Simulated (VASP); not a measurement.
# KCl (Pm-3m) in VASP: notebook, part 2 of 2

VASP 6.6.1. The steps go on from the part before.

### Step 4. Single point, PBEsol (25.06 Å³/atom)

This run uses another cell than the first one, of 25.06 Å³/atom.

INCAR

```
PREC = Accurate ; ENCUT = 500
EDIFF = 1E-6 ; ISMEAR = 0
SIGMA = 0.05 ; LREAL = False
LASPH = True ; NELM = 120
ALGO = Normal ; ISIF = 2
LWAVE = False ; LCHARG = False
GGA = PS ; NBANDS = 15
GGA_COMPAT = False
```

KPOINTS

```
Automatic mesh
0
Gamma
  8 8 8
```

POSCAR

```
KCl
1.0
    3.6867334454      0.0000000000      0.0000000000
    0.0000000000      3.6867334454      0.0000000000
    0.0000000000      0.0000000000      3.6867334454
K Cl
1 1
Direct
    0.0000000000      0.0000000000      0.0000000000
    0.5000000000      0.5000000000      0.5000000000
```

Potentials or basis: VASP PAW PBE potentials, release 64 (K_sv, Cl).

Launch:

```sh
$ cat potpaw_PBE.64/K_sv/POTCAR potpaw_PBE.64/Cl/POTCAR > POTCAR
$ mpirun -np 1 vasp_std > vasp.out
```

OUTCAR:

```text
PREC = Accurate
   ENCUT = 500
   EDIFF = 1E-6
   ISMEAR = 0
   LREAL = False
   LASPH = True
   NELM = 120
   ISIF = 2
   GGA = PS

 ion  position               nearest neighbor table
   1  0.000  0.000  0.000-   2 3.19   2 3.19   2 3.19   2 3.19   2 3.19   2 3.19   2 3.19   2 3.19

   2  0.500  0.500  0.500-   1 3.19   1 3.19   1 3.19   1 3.19   1 3.19   1 3.19   1 3.19   1 3.19

  LATTYP: Found a simple cubic cell.
 ALAT       =     3.6867334454

  Lattice vectors:

 A1 = (   3.6867334454,   0.0000000000,   0.0000000000)
 A2 = (   0.0000000000,   3.6867334454,   0.0000000000)
 A3 = (   0.0000000000,   0.0000000000,   3.6867334454)

Analysis of symmetry for initial positions (statically):
=====================================================================
 Subroutine PRICEL returns:
 Original cell was already a primitive cell.

 Routine SETGRP: Setting up the symmetry group for a
 simple cubic supercell.

 Subroutine GETGRP returns: Found 48 space group operations
 (whereof 48 operations were pure point group operations)
 out of a pool of 48 trial point group operations.

The static configuration has the point symmetry O_h .

Analysis of symmetry for dynamics (positions and initial velocities):
[... 169 lines left out ...]
      1     -27.9658      2.00000
      2     -13.0643      2.00000
      3     -11.3889      2.00000
      4     -11.3889      2.00000
      5     -11.3889      2.00000
      6      -0.4932      2.00000
      7      -0.4932      2.00000
      8      -0.4932      2.00000
      9       4.8843      0.00000
     10       6.0292      0.00000
     11       6.0292      0.00000
     12      10.6717      0.00000
     13      10.6717      0.00000
     14      10.6717      0.00000
[... 401 lines left out ...]
      2     -12.7844      2.00000
      3     -11.6599      2.00000
      4     -11.6178      2.00000
      5     -11.3593      2.00000
      6      -1.8012      2.00000
      7      -1.5643      2.00000
      8      -0.5853      2.00000
      9       6.4002      0.00000
     10       7.6117      0.00000
     11       8.7318      0.00000
     12       8.8905      0.00000
     13      10.6221      0.00000
     14      11.2580      0.00000
     15      12.5889      0.00000

 [... further k-points ...]
[... 5 lines left out ...]
  --------------------------------------------------------------------------------------
  -------------------------------------------------------------------------------------
  Total        0.3309251      0.3309251      0.3309251      0.0000000      0.0000000     -0.0000000
  in kB       10.5807174     10.5807174     10.5807174      0.0000000      0.0000000     -0.0000000
  external PRESSURE =      10.5807174 kB  Pullay stress =       0.0000000 kB

 VOLUME and BASIS-vectors are now :
 -----------------------------------------------------------------------------
  energy-cutoff  :      500.00
  volume of cell :       50.11
      direct lattice vectors                 reciprocal lattice vectors
     3.686733445  0.000000000  0.000000000     0.271242826  0.000000000  0.000000000
     0.000000000  3.686733445  0.000000000     0.000000000  0.271242826  0.000000000
     0.000000000  0.000000000  3.686733445     0.000000000  0.000000000  0.271242826

 POSITION                                       TOTAL-FORCE (eV/Angst)
 -----------------------------------------------------------------------------------
      0.00000      0.00000      0.00000         0.000000      0.000000      0.000000
      1.84337      1.84337      1.84337         0.000000      0.000000      0.000000
 -----------------------------------------------------------------------------------
    total drift:                               -0.000000      0.000000      0.000000

  FREE ENERGIE OF THE ION-ELECTRON SYSTEM (eV)
  ---------------------------------------------------
  free  energy   TOTEN  =        -6.9075493570 eV

  energy  without entropy=       -6.9075493570  energy(sigma->0) =       -6.90754936
```

stdout:

```text
POSCAR found type information on POSCAR K Cl
 POSCAR found :  2 types and       2 ions
 scaLAPACK will be used
 -----------------------------------------------------------------------------
|                                                                             |
|                                                                             |
|     You enforced a specific xc type in the INCAR file but a different       |
|     I HOPE YOU KNOW WHAT YOU ARE DOING!                                     |
|                                                                             |
 -----------------------------------------------------------------------------

 LDA part: xc-table for (Slater+PW92), standard interpolation
 POSCAR, INCAR and KPOINTS ok, starting setup
 FFT: planning ... GRIDC
 FFT: planning ... GRID_SOFT
 FFT: planning ... GRID
 WAVECAR not read
 entering main loop
```

Run time: 16 s. Hardware: 1 thread of Intel Xeon Platinum 8259CL at 2.50GHz (Skylake/Cascade Lake), shared host; peak memory 0.16 GiB.

What came out:

| Quantity | Value |
| --- | --- |
| Free energy | -6.9075 eV |
| Pressure | 1.1 GPa |
| Band gap on the k mesh | 5.15 eV (least direct gap 5.38 eV) |

Levels at points of the mesh, in eV from the valence-band top:
```tsv
k point	band 4	band 5	band 6	band 7	band 8	band 9	band 10	band 11	band 12	band 13
(0.00, 0.00, 0.00)	-11.13	-11.13	-0.23	-0.23	-0.23	5.15	6.29	6.29	10.93	10.93
(0.50, 0.00, 0.00)	-11.08	-10.95	-2.16	-0.28	-0.28	7.86	8.13	8.82	10.01	10.88
(0.50, 0.50, 0.00)	-11.46	-11.04	-1.41	-1.41	0.00	6.10	7.29	8.95	8.95	12.18
(0.50, 0.50, 0.50)	-11.37	-11.37	-1.66	-1.66	-1.66	9.03	9.03	9.03	10.37	10.37
```

Caveat: the PAW data sets were made with another functional, which shifts forces and pressure a little.

### Step 5. Single point, PBEsol (26.10 Å³/atom)

This run uses another cell than the first one, of 26.10 Å³/atom.

INCAR

```
PREC     = Accurate       # precision mode
ENCUT    = 500            # plane-wave cutoff, eV
EDIFF    = 1E-6           # SCF threshold, eV
ISMEAR   = 0              # smearing method
SIGMA    = 0.05           # smearing width, eV
LREAL    = False          # projectors in reciprocal space
LASPH    = True           # aspherical terms in the spheres
NELM     = 120            # most SCF steps
ALGO     = Normal         # electronic algorithm
ISIF     = 2              # what is computed and relaxed
LWAVE    = False          # write WAVECAR
LCHARG   = False          # write CHGCAR
GGA      = PS             # functional
NBANDS   = 15             # bands
GGA_COMPAT= False
```

KPOINTS is that of step 4.

POSCAR

```
KCl
1.0
    3.7372429198      0.0000000000      0.0000000000
    0.0000000000      3.7372429198      0.0000000000
    0.0000000000      0.0000000000      3.7372429198
K Cl
1 1
Direct
    0.0000000000      0.0000000000      0.0000000000
    0.5000000000      0.5000000000      0.5000000000
```

Launch:

```sh
$ cat potpaw_PBE.64/K_sv/POTCAR potpaw_PBE.64/Cl/POTCAR > POTCAR
$ mpirun -np 1 vasp_std > vasp.out
```

Run time: 17 s. Hardware: 1 thread of Intel Xeon Platinum 8259CL at 2.50GHz (Skylake/Cascade Lake), shared host; peak memory 0.16 GiB.

Results (log left out):

- Free energy: -6.9153 eV
- Pressure: 0.0 GPa
- Band gap on the k mesh: 4.96 eV (least direct gap 5.18 eV)

Levels at points of the mesh, in eV from the valence-band top:
| k point | band 4 | band 5 | band 6 | band 7 | band 8 | band 9 | band 10 | band 11 | band 12 | band 13 |
| --- | --- | --- | --- | --- | --- | --- | --- | --- | --- | --- |
| (0.00, 0.00, 0.00) | -11.19 | -11.19 | -0.22 | -0.22 | -0.22 | 4.96 | 6.35 | 6.35 | 10.84 | 10.84 |
| (0.50, 0.00, 0.00) | -11.15 | -11.04 | -2.03 | -0.26 | -0.26 | 7.85 | 7.92 | 8.59 | 10.01 | 10.74 |
| (0.50, 0.50, 0.00) | -11.49 | -11.12 | -1.35 | -1.35 | 0.00 | 6.09 | 7.25 | 8.93 | 8.93 | 11.83 |
| (0.50, 0.50, 0.50) | -11.41 | -11.41 | -1.54 | -1.54 | -1.54 | 8.90 | 8.90 | 8.90 | 10.18 | 10.18 |

Caveat: the PAW data sets were made with another functional, which shifts forces and pressure a little. A k mesh can miss the band edges.

### Step 6. Single point, PBEsol (27.14 Å³/atom)

This run uses another cell than the first one, of 27.14 Å³/atom.

INCAR

```
SYSTEM = KCl
  PREC = Accurate
  ENCUT = 500
  EDIFF = 1E-6
  ISMEAR = 0
  SIGMA = 0.05
  LREAL = .FALSE.
  LASPH = .TRUE.
  NELM = 120
  ALGO = Normal
  ISIF = 2
  LWAVE = .FALSE.
  LCHARG = .TRUE.
  GGA = PS
  LELF = .TRUE.
  LVHAR = .TRUE.
  NBANDS = 15
  GGA_COMPAT = .FALSE.
```

KPOINTS

```
regular mesh
0
G
  8 8 8
  0 0 0
```

POSCAR

```
KCl
1.0
    3.7864228086      0.0000000000      0.0000000000
    0.0000000000      3.7864228086      0.0000000000
    0.0000000000      0.0000000000      3.7864228086
K Cl
1 1
Direct
    0.0000000000      0.0000000000      0.0000000000
    0.5000000000      0.5000000000      0.5000000000
```

Potentials or basis: VASP PAW PBE potentials, release 64 (K_sv, Cl).

Launch:

```sh
$ cat potpaw_PBE.64/K_sv/POTCAR potpaw_PBE.64/Cl/POTCAR > POTCAR
$ mpirun -np 1 vasp_std > vasp.out
```

OUTCAR:

```text
SYSTEM = KCl
   PREC = Accurate
   ENCUT = 500
   EDIFF = 1E-6
   ISMEAR = 0
   LREAL = .FALSE.
   LASPH = .TRUE.
   NELM = 120
   ISIF = 2
   GGA = PS

 ion  position               nearest neighbor table
   1  0.000  0.000  0.000-
   2  0.500  0.500  0.500-

  LATTYP: Found a simple cubic cell.
 ALAT       =     3.7864228086

  Lattice vectors:

 A1 = (   3.7864228086,   0.0000000000,   0.0000000000)
 A2 = (   0.0000000000,   3.7864228086,   0.0000000000)
 A3 = (   0.0000000000,   0.0000000000,   3.7864228086)

Analysis of symmetry for initial positions (statically):
=====================================================================
 Subroutine PRICEL returns:
 Original cell was already a primitive cell.

 Routine SETGRP: Setting up the symmetry group for a
 simple cubic supercell.

 Subroutine GETGRP returns: Found 48 space group operations
 (whereof 48 operations were pure point group operations)
 out of a pool of 48 trial point group operations.

The static configuration has the point symmetry O_h .

Analysis of symmetry for dynamics (positions and initial velocities):
[... 167 lines left out ...]
 k-point     1 :       0.0000    0.0000    0.0000
  band No.  band energies     occupation
      1     -28.5174      2.00000
      2     -13.3268      2.00000
      3     -11.9592      2.00000
      4     -11.9592      2.00000
      5     -11.9592      2.00000
      6      -0.9130      2.00000
      7      -0.9130      2.00000
      8      -0.9130      2.00000
      9       4.0895      0.00000
     10       5.7059      0.00000
     11       5.7059      0.00000
     12      10.0392      0.00000
     13      10.0392      0.00000
     14      10.0392      0.00000
[... 401 lines left out ...]
      2     -13.0956      2.00000
      3     -12.1695      2.00000
      4     -12.1351      2.00000
      5     -11.9386      2.00000
      6      -2.0830      2.00000
      7      -1.8672      2.00000
      8      -0.9755      2.00000
      9       5.8944      0.00000
     10       7.0279      0.00000
     11       8.2107      0.00000
     12       8.3568      0.00000
     13       9.7404      0.00000
     14      10.2437      0.00000
     15      11.7359      0.00000

 [... further k-points ...]
[... 5 lines left out ...]
  --------------------------------------------------------------------------------------
  -------------------------------------------------------------------------------------
  Total       -0.2535601     -0.2535601     -0.2535601      0.0000000     -0.0000000      0.0000000
  in kB       -7.4834887     -7.4834887     -7.4834887      0.0000000     -0.0000000      0.0000000
  external PRESSURE =      -7.4834887 kB  Pullay stress =       0.0000000 kB

 VOLUME and BASIS-vectors are now :
 -----------------------------------------------------------------------------
  energy-cutoff  :      500.00
  volume of cell :       54.29
      direct lattice vectors                 reciprocal lattice vectors
     3.786422809  0.000000000  0.000000000     0.264101515  0.000000000  0.000000000
     0.000000000  3.786422809  0.000000000     0.000000000  0.264101515  0.000000000
     0.000000000  0.000000000  3.786422809     0.000000000  0.000000000  0.264101515

 POSITION                                       TOTAL-FORCE (eV/Angst)
 -----------------------------------------------------------------------------------
      0.00000      0.00000      0.00000         0.000000      0.000000      0.000000
      1.89321      1.89321      1.89321         0.000000      0.000000      0.000000
 -----------------------------------------------------------------------------------
    total drift:                               -0.000000      0.000000      0.000000

  FREE ENERGIE OF THE ION-ELECTRON SYSTEM (eV)
  ---------------------------------------------------
  free  energy   TOTEN  =        -6.9112871041 eV

  energy  without entropy=       -6.9112871041  energy(sigma->0) =       -6.91128710
```

stdout:

```text
POSCAR found type information on POSCAR K Cl
 POSCAR found :  2 types and       2 ions
 scaLAPACK will be used
 -----------------------------------------------------------------------------
|                                                                             |
|                                                                             |
|     You enforced a specific xc type in the INCAR file but a different       |
|     I HOPE YOU KNOW WHAT YOU ARE DOING!                                     |
|                                                                             |
 -----------------------------------------------------------------------------

 LDA part: xc-table for (Slater+PW92), standard interpolation
 POSCAR, INCAR and KPOINTS ok, starting setup
 FFT: planning ... GRIDC
 FFT: planning ... GRID_SOFT
 FFT: planning ... GRID
 WAVECAR not read
 entering main loop
```

Wall time 16 s (1 thread of Intel Xeon Platinum 8259CL at 2.50GHz (Skylake/Cascade Lake), shared host); peak memory 0.17 GiB.

What came out:

* Free energy: -6.9113 eV
* Pressure: -0.7 GPa
* Band gap on the k mesh: 4.79 eV (least direct gap 5.00 eV)

Caveat: the PAW data sets were made with another functional, which shifts forces and pressure a little. A hybrid or GW would open this gap; PBEsol tends to underestimate it.

### Step 7. Overview

| cell | gap on the mesh (eV) | pressure (GPa) |
| --- | --- | --- |
| a = 3.635 Å, 2 atoms | 5.36 | 2.3 |
| a = 3.652 Å, 2 atoms | 5.29 | 1.9 |
| a = 3.687 Å, 2 atoms | 5.15 | 1.1 |
| a = 3.737 Å, 2 atoms | 4.96 | 0.0 |
| a = 3.786 Å, 2 atoms | 4.79 | -0.7 |

Alike in all rows: task single point; level PBEsol; potentials or basis VASP PAW PBE potentials, release 64 (K_sv, Cl); no spin polarisation; k mesh 8 × 8 × 8; cutoff (eV) 500; smearing gaussian 0.05 eV.

Caveats: the PAW data sets were made with another functional, which shifts forces and pressure a little.

Absolute energies hang on the potentials; compare differences alone.
